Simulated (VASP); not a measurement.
Runs of VASP 6.6.1 on LiTaO2. The structure is that of space group Cmmm (No. 65), or close to it. The cells are those of the table. 

```csv
task,spin,cell,k mesh,cutoff (eV),gap on the mesh (eV),moment (μB),largest force (eV/Å)
single point,"collinear, ferromagnetic start","a = 4.196, b = 4.196, c = 3.585 Å, angles 90.0, 90.0, 124.1°, 4 atoms",6 × 6 × 6,520,none,0.00,0.26
single point,off,"a = 5.736, b = 5.736, c = 3.049 Å, angles 90.0, 90.0, 101.8°, 4 atoms",10 × 10 × 16,520,none,-,0.15
single point,"collinear, ferromagnetic start","a = 5.354, b = 5.354, c = 3.009 Å, angles 90.0, 90.0, 95.2°, 4 atoms",4 × 4 × 6,520,none,0.67,0.12
relaxation of cell and atoms,off,"relaxed from a = 4.196, b = 4.196, c = 3.585 Å, angles 90.0, 90.0, 124.1°, 4 atoms",6 × 6 × 6,600,none,-,0.01
single point,off,"a = 5.354, b = 5.354, c = 3.009 Å, angles 90.0, 90.0, 84.8°, 4 atoms",6 × 6 × 6,520,none,-,(a)
single point,off,"a = 4.196, b = 4.196, c = 3.585 Å, angles 90.0, 90.0, 124.1°, 4 atoms",6 × 6 × 6,520,none,-,0.26
single point,off,"a = 5.736, b = 5.736, c = 3.049 Å, angles 90.0, 90.0, 101.8°, 4 atoms",8 × 8 × 16,520,none,-,0.15
```

Alike in all rows: level PBE; potentials or basis VASP PAW PBE potentials, release 64 (Li_sv, Ta_pv, O); smearing gaussian 0.1 eV.

Q: Fill in the values left out.

A: (a) 0.14.

Caveats: spin-orbit coupling is left out, which moves the levels of the heavy elements.

A k mesh can miss the band edges, and the runs leave out spin-orbit coupling on Ta.

A gap of «none» marks levels without a gap at the run's occupations.
